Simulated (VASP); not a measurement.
**TiPd3: electric field gradients with LDA**

Crystal: TiPd3.

```
Ti Pd
1.0
     3.87027    0.00000    0.00000
     0.00000    3.87027    0.00000
     0.00000    0.00000    3.87027
Ti Pd
1 3
Cartesian
  0.0000 0.0000 0.0000
  0.0000 1.9351 1.9351
  1.9351 0.0000 1.9351
  1.9351 1.9351 0.0000
```

```yaml
Program: VASP 6.6.1
Task: electric field gradients
Functional: LDA
Potentials_or_basis: VASP PAW LDA potentials, release 64 (Ti_sv, Pd)
Cutoff: 520 eV
k_mesh: 11 × 11 × 11
Occupations: fermi-dirac, width 0.05 eV
Spin: no spin polarisation
Dipole_correction: no
Further_INCAR_settings: ALGO = Normal; EDIFF = 1e-08; NBANDS = 29
```

```
Pressure                                : -5.8 GPa
Band gap on the k mesh                  : zero (bands 21 and 22 overlap by 1.24 eV)
Largest electric field gradient by atom : Ti +0.0; Pd -59.5 V/Å²
```

Levels at points of the mesh, in eV from the Fermi level:
| k point | band 19 | band 20 | band 21 | band 22 | band 23 | band 24 |
| --- | --- | --- | --- | --- | --- | --- |
| (0.00, 0.00, 0.00) | -0.61 | -0.61 | 1.12 | 1.12 | 1.78 | 1.78 |

Electric field gradients, principal values (V/Å²):
```tsv
atom	least	middle	greatest (by size)
1 Ti	0.000	0.000	0.000
2 Pd	29.748	29.748	-59.496
3 Pd	29.748	29.748	-59.496
4 Pd	29.748	29.748	-59.496
```

It took 55 s on 1 thread of AMD EPYC 9R45 (Zen 5), on a shared host, peak memory 0.17 GiB.

Caveat: the cell stands under tension; without QUAD_EFG the Cq values of the log hold for a quadrupole moment of 1 mb, not for the nuclei.
